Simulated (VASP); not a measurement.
# CdSe (F-43m) in VASP: notebook, part 2 of 2

VASP 6.6.1.

### 5 Single point, r2SCAN50

This run uses another cell than the first one, of 28.94 Å³/atom.

Input file POSCAR:

```
CdSe
1.0
    0.0000000000      3.0702711986      3.0702711986
    3.0702711986      0.0000000000      3.0702711986
    3.0702711986      3.0702711986      0.0000000000
Cd Se
1 1
Direct
    0.0000000000      0.0000000000      0.0000000000
    0.2500000000      0.2500000000      0.2500000000
```

Input file INCAR.step1:

```
SYSTEM = CdSe
ALGO = Normal ; EDIFF = 1E-5
ENCUT = 520 ; GGA = PE
ISIF = 2 ; ISMEAR = -1
LASPH = .True. ; LCHARG = .False.
LREAL = .False. ; LWAVE = .True.
NBANDS = 16 ; NELM = 100
PREC = Accurate ; SIGMA = 0.05
```

Input file INCAR.step2:

```
SYSTEM = CdSe
AEXX = 0.5 ; ALGO = Normal
EDIFF = 1E-6 ; ENCUT = 520
ISIF = 2 ; ISMEAR = -1
ISTART = 1 ; LASPH = .True.
LCHARG = .False. ; LHFCALC = .True.
LMIXTAU = .True. ; LREAL = .False.
LWAVE = .False. ; METAGGA = R2SCAN
NBANDS = 16 ; NELM = 100
PREC = Accurate ; PRECFOCK = Normal
SIGMA = 0.05
```

Input file KPOINTS:

```
k-points
0
Gamma
  4 4 4
  0 0 0
```

Potentials or basis: VASP PAW PBE potentials, release 64 (Cd, Se).

Run with:

```sh
> cat potpaw_PBE.64/Cd/POTCAR potpaw_PBE.64/Se/POTCAR > POTCAR
> cp INCAR.step1 INCAR
> mpirun -np 1 vasp_std > vasp.out
> cp INCAR.step2 INCAR
> mpirun -np 1 vasp_std > vasp.out
```

OUTCAR:

```text
SYSTEM = CdSe
   AEXX = 0.5
   EDIFF = 1E-6
   ENCUT = 520
   ISIF = 2
   ISMEAR = -1
   ISTART = 1
   LASPH = .True.
   LHFCALC = .True.
   LREAL = .False.
   METAGGA = R2SCAN
   NELM = 100
   PREC = Accurate
   PRECFOCK = Normal

 ion  position               nearest neighbor table
   1  0.000  0.000  0.000-   2 2.66   2 2.66   2 2.66   2 2.66
   2  0.250  0.250  0.250-   1 2.66   1 2.66   1 2.66   1 2.66

  LATTYP: Found a face centered cubic cell.
 ALAT       =     6.1405423972

  Lattice vectors:

 A1 = (   0.0000000000,   3.0702711986,   3.0702711986)
 A2 = (   3.0702711986,   0.0000000000,   3.0702711986)
 A3 = (   3.0702711986,   3.0702711986,   0.0000000000)

Analysis of symmetry for initial positions (statically):
=====================================================================
 Subroutine PRICEL returns:
 Original cell was already a primitive cell.

 Routine SETGRP: Setting up the symmetry group for a
 face centered cubic supercell.

 Subroutine GETGRP returns: Found 24 space group operations
 (whereof 24 operations were pure point group operations)
 out of a pool of 48 trial point group operations.

The static configuration has the point symmetry T_d .
[... 150 lines left out ...]

 E-fermi :  -0.2440     XC(G=0):  -5.2516

 val. band max:       -1.3404354859   @ k =   0.0000   0.0000   0.0000
 cond. band min:       2.6333397873   @ k =   0.0000   0.0000   0.0000
 fundamental gap:      3.9737752732
 Fermi energy:        -0.2440323123

 k-point     1 :       0.0000    0.0000    0.0000
  band No.  band energies     occupation
      1     -16.1788      2.00000
      2     -11.8018      2.00000
      3     -11.8018      2.00000
      4     -11.8018      2.00000
      5     -11.4474      2.00000
      6     -11.4474      2.00000
[... 129 lines left out ...]
      3     -11.6187      2.00000
      4     -11.4858      2.00000
      5     -11.4419      2.00000
      6     -10.8782      2.00000
[... 8 lines left out ...]
     15      15.2275      0.00000
     16      15.9882      0.00000

------------------------ aborting loop because EDIFF is reached ----------------------------------------

  FORCE on cell =-STRESS in cart. coord.  units (eV):
  Direction    XX          YY          ZZ          XY          YZ          ZX
  --------------------------------------------------------------------------------------
  -------------------------------------------------------------------------------------
  Total       -0.4868234     -0.4868234     -0.4868234      0.0000000     -0.0000000     -0.0000000
  in kB      -13.4747847    -13.4747847    -13.4747847      0.0000000     -0.0000000     -0.0000000
  external PRESSURE =     -13.4747847 kB  Pullay stress =       0.0000000 kB

 VOLUME and BASIS-vectors are now :
 -----------------------------------------------------------------------------
  energy-cutoff  :      520.00
  volume of cell :       57.88
      direct lattice vectors                 reciprocal lattice vectors
     0.000000000  3.070271199  3.070271199    -0.162852063  0.162852063  0.162852063
     3.070271199  0.000000000  3.070271199     0.162852063 -0.162852063  0.162852063
     3.070271199  3.070271199  0.000000000     0.162852063  0.162852063 -0.162852063

 POSITION                                       TOTAL-FORCE (eV/Angst)
 -----------------------------------------------------------------------------------
      0.00000      0.00000      0.00000         0.000000     -0.000000      0.000000
      1.53514      1.53514      1.53514        -0.000000      0.000000     -0.000000
 -----------------------------------------------------------------------------------
    total drift:                                0.000016      0.000025      0.000009

  FREE ENERGIE OF THE ION-ELECTRON SYSTEM (eV)
  ---------------------------------------------------
  free  energy   TOTEN  =       -25.0563159255 eV

  energy  without entropy=      -25.0563159254  energy(sigma->0) =      -25.05631593
```

Run time: 10 min. Hardware: 1 thread of Intel Xeon 6975P-C (Granite Rapids), shared host; peak memory 0.19 GiB.

What came out:

```
Free energy            : -25.0563 eV
Pressure               : -1.3 GPa
Band gap on the k mesh : 3.97 eV
```

Caveat: the k points lie up to 0.44 Å⁻¹ apart; the PAW data sets were made with another functional, which shifts forces and pressure a little.

### 6 Single point, PBE, non-collinear spin, zero start, spin-orbit coupling

This run uses another cell than the first one, of 26.63 Å³/atom.

Input file INCAR:

```
PREC     = Accurate       # precision mode
ENCUT    = 500            # plane-wave cutoff, eV
EDIFF    = 1E-6           # SCF threshold, eV
ISMEAR   = -1             # smearing method
SIGMA    = 0.1            # smearing width, eV
LREAL    = F              # projectors in reciprocal space
LASPH    = T              # aspherical terms in the spheres
NELM     = 200            # most SCF steps
ALGO     = Normal         # electronic algorithm
ISIF     = 2              # what is computed and relaxed
LWAVE    = F              # write WAVECAR
LCHARG   = F              # write CHGCAR
MAGMOM   = 0 0 0 0 0 0    # initial moments
LORBIT   = 11             # projections on sites
LSORBIT  = T              # spin-orbit coupling
GGA_COMPAT= F            
LORBMOM  = T            
GGA      = PE             # functional
NBANDS   = 30             # bands
```

Input file KPOINTS:

```
Automatic mesh
0
Gamma
  6 6 6
```

Input file POSCAR:

```
CdSe
1.0
    0.0000000000      2.9861114600      2.9861114600
    2.9861114600      0.0000000000      2.9861114600
    2.9861114600      2.9861114600      0.0000000000
Cd Se
1 1
Direct
    0.0000000000      0.0000000000      0.0000000000
    0.7500000000      0.7500000000      0.7500000000
```

Potentials or basis: VASP PAW PBE potentials, release 64 (Cd, Se).

Run with:

```sh
> cat potpaw_PBE.64/Cd/POTCAR potpaw_PBE.64/Se/POTCAR > POTCAR
> mpirun -np 1 vasp_ncl > vasp.out
```

It took 53 s on 1 thread of Intel Xeon Platinum 8488C (Sapphire Rapids), shared host; peak memory 0.32 GiB.

Results (log left out):

* Free energy: -5.4200 eV
* Pressure: 6.8 GPa
* Net moment: 0.00 μB per cell
* Valence electrons inside the program's atomic spheres: Cd 10.36; Se 3.90

Moments on the atoms (μB; x, y, z):
```
Cd  0.00 0.00 0.00
Se  0.00 0.00 0.00
```

Caveat: the cell stands under pressure.

### 7 The runs side by side

```csv
level,spin,cell,k mesh,cutoff (eV),smearing,grid for exact exchange (PRECFOCK),share of exact exchange,gap on the mesh (eV),pressure (GPa)
r2SCAN50,off,"a = 4.253 Å, angles 60.0°, 2 atoms",4 × 4 × 4,520,fermi-dirac 0.05 eV,Normal,0.5,4.16,2.4
r2SCAN50,off,"a = 4.283 Å, angles 60.0°, 2 atoms",4 × 4 × 4,520,fermi-dirac 0.05 eV,Normal,0.5,4.10,1.0
r2SCAN50,off,"a = 4.313 Å, angles 60.0°, 2 atoms",4 × 4 × 4,520,fermi-dirac 0.05 eV,Normal,0.5,4.04,-0.2
r2SCAN50,off,"a = 4.342 Å, angles 60.0°, 2 atoms",4 × 4 × 4,520,fermi-dirac 0.05 eV,Normal,0.5,3.97,-1.3
PBE,"non-collinear, zero start, SOC","a = 4.223 Å, angles 60.0°, 2 atoms",6 × 6 × 6,500,fermi-dirac 0.1 eV,-,-,-,6.8
```

Alike in all rows: task single point; potentials or basis VASP PAW PBE potentials, release 64 (Cd, Se).

Caveats: some runs use coarse meshes; the PAW data sets were made with another functional, which shifts forces and pressure a little (at least some runs); the cell stands under pressure (at least some runs).

Total energies depend on the potentials used, so only differences within one code and one set of settings carry meaning.
